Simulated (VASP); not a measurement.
Wanted: the native input for a VASP 6.6.1 run.

- Task: single point
- Functional: PBE
- Potentials or basis: VASP PAW PBE potentials, release 64 (Ti_sv, Ge_d)
- Cutoff: 500 eV
- k mesh: 6 × 6 × 6
- Occupations: gaussian, width 0.05 eV
- Spin: no spin polarisation
- Dipole correction: no
- Further INCAR settings: ALGO = Normal; EDIFF = 1e-06; NBANDS = 20

The structure of TiGe lies in POSCAR:

```
TiGe
1.0
    0.0000000000      2.8933492512      2.8933492512
    2.8933492512      0.0000000000      2.8933492512
    2.8933492512      2.8933492512      0.0000000000
Ti Ge
1 1
Direct
    0.0000000000      0.0000000000      0.0000000000
    0.2500000000      0.2500000000      0.2500000000
```

One way to write it, as run:

INCAR

```
PREC = Accurate
ENCUT = 500
EDIFF = 1E-6
ISMEAR = 0
SIGMA = 0.05
LREAL = False
LASPH = True
NELM = 120
ALGO = Normal
ISIF = 2
LWAVE = False
LCHARG = True
GGA = PE
LELF = True
LVHAR = True
NBANDS = 20
GGA_COMPAT = False
```

KPOINTS

```
regular mesh
0
Gamma
  6 6 6
```

Potentials or basis: VASP PAW PBE potentials, release 64 (Ti_sv, Ge_d).

Launch:

```console
$ cat potpaw_PBE.64/Ti_sv/POTCAR potpaw_PBE.64/Ge_d/POTCAR > POTCAR
$ mpirun -np 1 vasp_std > vasp.out
```

It gave:

```yaml
Pressure: 2.0 GPa
Band_gap_on_the_k_mesh: 0.21 eV, direct
```

Run time: 16 s on 1 thread of Intel(R) Xeon(R) Platinum 8259CL CPU @ 2.50GHz (Skylake/Cascade Lake) (shared host), peak memory 0.17 GiB.
